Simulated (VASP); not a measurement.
Here is a VASP 6.6.1 calculation.

File INCAR:

```
PREC = Accurate
ENCUT = 500
EDIFF = 1E-7
ISMEAR = -1
SIGMA = 0.05
LREAL = Auto
LASPH = True
NELM = 120
ALGO = Normal
ISIF = 8
LWAVE = False
LCHARG = False
GGA = PS
IBRION = 2
NSW = 100
EDIFFG = -0.03
ISYM = -1
GGA_COMPAT = False
NELMIN = 4
```

KPOINTS

```
explicit points
1
Reciprocal
  0.25000000   0.25000000   0.25000000 1
```

Contents of POSCAR:

```
Cs8Sn3Pb5Br24
1.0
   11.6632650000      0.0000000000      0.0000000000
    0.0000000000     11.6632650000      0.0000000000
    0.0000000000      0.0000000000     11.6632650000
Cs Sn Pb Br
8 3 5 24
Direct
    0.0020910000      0.9977970000      0.0023310000
    0.0006310000      0.0019630000      0.5044810000
    0.0013360000      0.4979100000      0.0011850000
    0.9977510000      0.4991820000      0.5005420000
    0.5009120000      0.0024290000      0.0023400000
    0.4996570000      0.0014740000      0.5001600000
    0.4999860000      0.4984730000      0.0002320000
    0.5003820000      0.5016530000      0.4970390000
    0.2498320000      0.2493240000      0.2506300000
    0.2503890000      0.2497310000      0.7494170000
    0.2496390000      0.7468240000      0.7541000000
    0.2498930000      0.7501000000      0.2492230000
    0.7537900000      0.2484170000      0.2507660000
    0.7473670000      0.2501290000      0.7518360000
    0.7511410000      0.7506220000      0.2505310000
    0.7527320000      0.7494400000      0.7491330000
    0.2490310000      0.2489600000      0.0008960000
    0.2507550000      0.2517110000      0.4980410000
    0.2510490000      0.7496160000      0.9992720000
    0.2505710000      0.7476960000      0.4985030000
    0.7511390000      0.2495970000      0.9976810000
    0.7481880000      0.2526540000      0.4987380000
    0.7511220000      0.7474750000      0.0017010000
    0.7490460000      0.7503780000      0.4991340000
    0.9970570000      0.2517780000      0.2503880000
    0.0002240000      0.2511650000      0.7492130000
    0.9995320000      0.7495420000      0.2469910000
    0.0016850000      0.7509220000      0.7502540000
    0.4994940000      0.2489740000      0.2494310000
    0.4974710000      0.2503200000      0.7494860000
    0.5023260000      0.7493670000      0.2485710000
    0.5030540000      0.7475170000      0.7480440000
    0.2532760000      0.9991190000      0.2511120000
    0.2511190000      0.9970240000      0.7515930000
    0.2499130000      0.5005230000      0.2500970000
    0.2529070000      0.5017750000      0.7501910000
    0.7469310000      0.9989530000      0.2533460000
    0.7507830000      0.0015210000      0.7499920000
    0.7485960000      0.5004920000      0.2509190000
    0.7498020000      0.5032140000      0.7485250000
```

Potentials or basis: VASP PAW PBE potentials, release 64 (Cs_sv, Sn_d, Pb_d, Br).

Run with:

```sh
$ cat potpaw_PBE.64/Cs_sv/POTCAR potpaw_PBE.64/Sn_d/POTCAR potpaw_PBE.64/Pb_d/POTCAR potpaw_PBE.64/Br/POTCAR > POTCAR
$ mpirun -np 1 vasp_std > vasp.out
```

Problem. What does it give for the space group after relaxing (to 0.1 Å)?

Solution. Pm (No. 6).

Problem. What does it give for the relaxed cell?

Solution. a = 11.642 Å, b = 11.642 Å, c = 11.642 Å, α = 90.00°, β = 90.00°, γ = 90.00°.

Forces on the atoms (eV/Å):
```
Cs   0.017  0.003 -0.010
Cs   0.013  0.001  0.007
Cs   0.014  0.000 -0.006
Cs   0.018 -0.004  0.007
Cs  -0.019  0.000 -0.007
Cs  -0.011  0.001  0.005
Cs  -0.015  0.005 -0.011
Cs  -0.015 -0.003  0.015
Sn  -0.019 -0.001  0.000
Sn   0.004  0.011  0.000
Sn   0.005  0.007 -0.017
Pb  -0.004  0.001 -0.014
Pb   0.001 -0.005 -0.007
Pb   0.001  0.002 -0.002
Pb   0.000  0.005  0.001
Pb   0.014  0.004  0.003
Br  -0.001  0.000  0.000
Br  -0.005 -0.015  0.009
Br   0.005  0.005  0.020
Br  -0.005  0.003  0.015
Br  -0.006  0.002  0.004
Br   0.002 -0.006  0.005
Br  -0.002  0.011  0.002
Br   0.010 -0.001 -0.003
Br   0.000 -0.016 -0.001
Br   0.000 -0.006 -0.011
Br  -0.003  0.005  0.004
Br  -0.015 -0.009 -0.009
Br   0.017  0.012 -0.003
Br   0.016 -0.003  0.014
Br   0.001 -0.007  0.002
Br  -0.009  0.018  0.009
Br  -0.016 -0.011 -0.004
Br  -0.003  0.005 -0.015
Br   0.009  0.004 -0.003
Br  -0.016 -0.007  0.009
Br   0.009 -0.003 -0.011
Br  -0.001 -0.011 -0.002
Br   0.002  0.004  0.000
Br   0.007 -0.001  0.004
```

Caveat: the PAW data sets were made with another functional, which shifts forces and pressure a little.
